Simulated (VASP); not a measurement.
# Hf3SnS8 (P-3m1) in VASP: single point with PBE

Aim: the single point of Hf3SnS8 with PBE.

All numbers are computed with VASP 6.6.1; they aren't measurements. Logs are shortened: lines on timing, memory, paths and dates and some standing lists are left out, and cuts for length are marked.

## Step 1: The cell of the first run

It takes space group P-3m1 (No. 164, trigonal). The conventional cell has a = 3.664 Å, b = 3.664 Å, c = 27.472 Å, α = 90.00°, β = 90.00°, γ = 120.00°. Hf (site symmetry 3m) has 6 S at 2.56 Å within 3.4 Å. Within 3.4 Å of Hf (site symmetry -3m) lie 6 S at 2.56 Å. Within 3.4 Å of Sn (site symmetry -3m) lie 6 S at 2.59 Å. Within 3.4 Å of S (site symmetry 3m) lie 3 Sn at 2.59 Å. S (site symmetry 3m) has 3 Hf at 2.56 Å within 3.4 Å. S (site symmetry 3m) has 3 Hf at 2.56 Å within 3.4 Å. Within 3.4 Å of S (site symmetry 3m) lie 3 Hf at 2.56 Å.

## Step 2: Single point, PBE

INCAR reads:

```
SYSTEM = Hf3SnS8
  PREC = Accurate
  ENCUT = 520
  EDIFF = 1E-6
  ISMEAR = 0
  SIGMA = 0.02
  LREAL = .False.
  LASPH = .True.
  NELM = 60
  ALGO = Normal
  ISIF = 2
  LWAVE = .False.
  LCHARG = .True.
  GGA = PE
  LELF = .True.
  LVHAR = .True.
  NBANDS = 58
```

KPOINTS reads:

```
regular mesh
0
Gamma
  12 12 1
  0 0 0
```

POSCAR reads:

```
Hf3SnS8
1.0
    3.6639390778     -0.0000000289      0.0000000000
   -1.8319695139      3.1730643337      0.0000000000
    0.0000000000      0.0000000000     27.4723053000
Hf Sn S
3 1 8
Direct
    0.0000000000      0.0000000000      0.2516920000
    0.0000000000      0.0000000000      0.5000000000
    0.0000000000      0.0000000000      0.7483080000
    0.0000000000      0.0000000000      0.0000000000
    0.3333333333      0.6666666667      0.0542800000
    0.3333333333      0.6666666667      0.3041410000
    0.3333333333      0.6666666667      0.5524490000
    0.3333333333      0.6666666667      0.8007600000
    0.6666666667      0.3333333333      0.1992400000
    0.6666666667      0.3333333333      0.4475510000
    0.6666666667      0.3333333333      0.6958590000
    0.6666666667      0.3333333333      0.9457200000
```

Potentials or basis: VASP PAW PBE potentials, release 64 (Hf_pv, Sn_d, S).

The run is started by

```sh
$ cat potpaw_PBE.64/Hf_pv/POTCAR potpaw_PBE.64/Sn_d/POTCAR potpaw_PBE.64/S/POTCAR > POTCAR
$ mpirun -np 1 vasp_std > vasp.out
```

OUTCAR:

```text
SYSTEM = Hf3SnS8
   PREC = Accurate
   ENCUT = 520
   EDIFF = 1E-6
   ISMEAR = 0
   LREAL = .False.
   LASPH = .True.
   NELM = 60
   ISIF = 2
   GGA = PE

 ion  position               nearest neighbor table
   1  0.000  0.000  0.252-   6 2.56   6 2.56   6 2.56   9 2.56   9 2.56   9 2.56
   2  0.000  0.000  0.500-   7 2.56  10 2.56   7 2.56  10 2.56  10 2.56   7 2.56
   3  0.000  0.000  0.748-  11 2.56  11 2.56  11 2.56   8 2.56   8 2.56   8 2.56
   4  0.000  0.000  0.000-   5 2.59  12 2.59   5 2.59  12 2.59  12 2.59   5 2.59
   5  0.333  0.667  0.054-   4 2.59   4 2.59   4 2.59
   6  0.333  0.667  0.304-   1 2.56   1 2.56   1 2.56
   7  0.333  0.667  0.552-   2 2.56   2 2.56   2 2.56
   8  0.333  0.667  0.801-   3 2.56   3 2.56   3 2.56
   9  0.667  0.333  0.199-   1 2.56   1 2.56   1 2.56
  10  0.667  0.333  0.448-   2 2.56   2 2.56   2 2.56
  11  0.667  0.333  0.696-   3 2.56   3 2.56   3 2.56
  12  0.667  0.333  0.946-   4 2.59   4 2.59   4 2.59

  LATTYP: Found a hexagonal cell.
 ALAT       =     3.6639390778
 C/A-ratio  =     7.4980245896

  Lattice vectors:

 A1 = (   3.6639390778,  -0.0000000289,   0.0000000000)
 A2 = (  -1.8319695139,   3.1730643337,   0.0000000000)
 A3 = (   0.0000000000,   0.0000000000,  27.4723053000)

Analysis of symmetry for initial positions (statically):
=====================================================================
 Subroutine PRICEL returns:
 Original cell was already a primitive cell.

 Routine SETGRP: Setting up the symmetry group for a
 hexagonal supercell.

 Subroutine GETGRP returns: Found 12 space group operations
 (whereof 12 operations were pure point group operations)
 out of a pool of 24 trial point group operations.

The static configuration has the point symmetry D_3d.

Analysis of symmetry for dynamics (positions and initial velocities):
=====================================================================
 Subroutine PRICEL returns:
 Original cell was already a primitive cell.

 Routine SETGRP: Setting up the symmetry group for a
 hexagonal supercell.

 Subroutine GETGRP returns: Found 12 space group operations
 (whereof 12 operations were pure point group operations)
 out of a pool of 24 trial point group operations.

The dynamic configuration has the point symmetry D_3d.

[... 120 lines left out ...]
   POTIM  = 0.5000    time-step for ionic-motion
   TEBEG  =    0.0;   TEEND  =   0.0 temperature during run
   PSTRESS=    0.0 pullay stress
   NELECT =      92.0000    total number of electrons
   NUPDOWN=      -1.0000    fix difference up-down
   EMIN   =  10.00;   EMAX   =-10.00  energy-range for DOS
   EFERMI =   0.00;   METHOD = LEGACY
   ISMEAR =     0;   SIGMA  =   0.02  broadening in eV -4-tet -1-fermi 0-gaus
   EFERMI_NEDOS =   21; number of points for ismear=-14 and -15
   IALGO  =     38    algorithm
   IMIX   =      4    mixing-type and parameters
     AMIX     =   0.40;   BMIX     =  1.00
     AMIX_MAG =   1.60;   BMIX_MAG =  1.00
  volume/ion in A,a.u.               =      26.62       179.61
  Fermi-wavevector in a.u.,A,eV,Ry     =   1.081177  2.043128 15.904437  1.168943
  Thomas-Fermi vector in A             =   2.217187
   LORBIT       =      0    0 simple, 1 ext, 2 COOP (PROOUT), +10 PAW based schemes
   GGA     = PE    functional components
   LHFCALC =     F    Hartree Fock is set to
   AEXX    =    0.0000 exact exchange contribution
   IVDW    =     0    specifies the selected vdW correction
   LEPSILON=     F    determine dielectric tensor
   LRPA    =     F    only Hartree local field effects (RPA)
 non-spin polarized calculation
 Gauss-broadening in eV      SIGMA  =   0.02
  energy-cutoff  :      520.00
  volume of cell :      319.39
 maximum number of plane-waves:      8650
 NGX is ok and might be reduce to    28
   NGX = 13   NGY = 13   NGZ =103

 number of electron      92.0000006 magnetization

 Free energy of the ion-electron system (eV)
  ---------------------------------------------------
  ext. energy  EPLUGINS =         0.00000000
  ---------------------------------------------------
  free energy    TOTEN  =       -82.00761253 eV

  energy without entropy =      -82.00761253  energy(sigma->0) =      -82.00761253

 E-fermi :   2.1570     XC(G=0):  -8.5935

 val. band max:        1.9918156163   @ k =   0.0000   0.0000   0.0000
 cond. band min:       3.2146081005   @ k =   0.5000   0.0000   0.0000
 fundamental gap:      1.2227924842
 Fermi energy:         2.1569936649

 k-point     1 :       0.0000    0.0000    0.0000
  band No.  band energies     occupation
      1     -28.6932      2.00000
      2     -28.6932      2.00000
      3     -28.6923      2.00000
      4     -28.5855      2.00000
      5     -28.5855      2.00000
      6     -28.5854      2.00000
[... 1148 lines left out ...]
     57       7.6414      0.00000
     58       7.6459      0.00000

------------------------ aborting loop because EDIFF is reached ----------------------------------------

  FORCE on cell =-STRESS in cart. coord.  units (eV):
  Direction    XX          YY          ZZ          XY          YZ          ZX
  --------------------------------------------------------------------------------------
  -------------------------------------------------------------------------------------
  Total       -0.8509945     -0.8509945     -0.6337963      0.0000000      0.0000000      0.0000000
  in kB       -4.2688916     -4.2688916     -3.1793480      0.0000000      0.0000000      0.0000000
  external PRESSURE =      -3.9057104 kB  Pullay stress =       0.0000000 kB

 VOLUME and BASIS-vectors are now :
 -----------------------------------------------------------------------------
  energy-cutoff  :      520.00
  volume of cell :      319.39
      direct lattice vectors                 reciprocal lattice vectors
     3.663939078 -0.000000029  0.000000000     0.272930304  0.157576381  0.000000000
    -1.831969514  3.173064334  0.000000000     0.000000002  0.315152767  0.000000000
     0.000000000  0.000000000 27.472305300     0.000000000  0.000000000  0.036400294

 POSITION                                       TOTAL-FORCE (eV/Angst)
 -----------------------------------------------------------------------------------
      0.00000      0.00000      6.91456        -0.000000     -0.000000     -0.000036
      0.00000      0.00000     13.73615        -0.000000     -0.000000     -0.000000
      0.00000      0.00000     20.55775        -0.000000      0.000000      0.000036
      0.00000      0.00000      0.00000        -0.000000     -0.000000     -0.000000
      0.00000      2.11538      1.49120        -0.000000      0.000000     -0.004277
      0.00000      2.11538      8.35545        -0.000000      0.000000     -0.065332
      0.00000      2.11538     15.17705        -0.000000      0.000000     -0.064929
      0.00000      2.11538     21.99872         0.000000      0.000000     -0.065343
      1.83197      1.05769      5.47358         0.000000     -0.000000      0.065343
      1.83197      1.05769     12.29526        -0.000000     -0.000000      0.064929
      1.83197      1.05769     19.11685         0.000000     -0.000000      0.065332
      1.83197      1.05769     25.98111         0.000000     -0.000000      0.004277
 -----------------------------------------------------------------------------------
    total drift:                               -0.000000     -0.000000      0.000000

  FREE ENERGIE OF THE ION-ELECTRON SYSTEM (eV)
  ---------------------------------------------------
  free  energy   TOTEN  =       -82.0076125347 eV

  energy  without entropy=      -82.0076125347  energy(sigma->0) =      -82.00761253
```

stdout:

```text
POSCAR found type information on POSCAR HfSnS
 POSCAR found :  3 types and      12 ions
 scaLAPACK will be used
 LDA part: xc-table for (Slater+PW92), standard interpolation
 POSCAR, INCAR and KPOINTS ok, starting setup
 FFT: planning ... GRIDC
 FFT: planning ... GRID_SOFT
 FFT: planning ... GRID
 WAVECAR not read
 entering main loop
```

Run time: 5.9 min. Hardware: 1 thread of Intel Xeon Platinum 8488C (Sapphire Rapids), shared host; peak memory 0.59 GiB.

Results:

| Property | Result |
| --- | --- |
| Free energy | -82.0076 eV |
| Pressure | -0.4 GPa |
| Largest force | 0.065 eV/Å |
| Band gap on the k mesh | 1.22 eV (least direct gap 1.79 eV) |

Forces in eV/Å, atoms in the order of the input:
```
Hf   0.000  0.000  0.000
Hf   0.000  0.000  0.000
Hf   0.000  0.000  0.000
Sn   0.000  0.000  0.000
S    0.000  0.000 -0.004
S    0.000  0.000 -0.065
S    0.000  0.000 -0.065
S    0.000  0.000 -0.065
S    0.000  0.000  0.065
S    0.000  0.000  0.065
S    0.000  0.000  0.065
S    0.000  0.000  0.004
```

Levels at points of the mesh, in eV from the valence-band top:
| k point | band 43 | band 44 | band 45 | band 46 | band 47 | band 48 | band 49 | band 50 |
| --- | --- | --- | --- | --- | --- | --- | --- | --- |
| (0.00, 0.00, 0.00) | -0.01 | -0.01 | 0.00 | 0.00 | 2.09 | 2.09 | 2.09 | 2.09 |
| (0.50, 0.00, 0.00) | -1.05 | -1.03 | -0.84 | -0.57 | 1.22 | 1.34 | 1.35 | 1.40 |

Caveat: spin-orbit coupling is left out, which moves the levels of the heavy elements; an odd mesh through Γ misses points on the zone boundary, where band edges can lie; this functional lacks dispersion, which binds the layers, so the pressure and a relaxed spacing across them are unreliable.
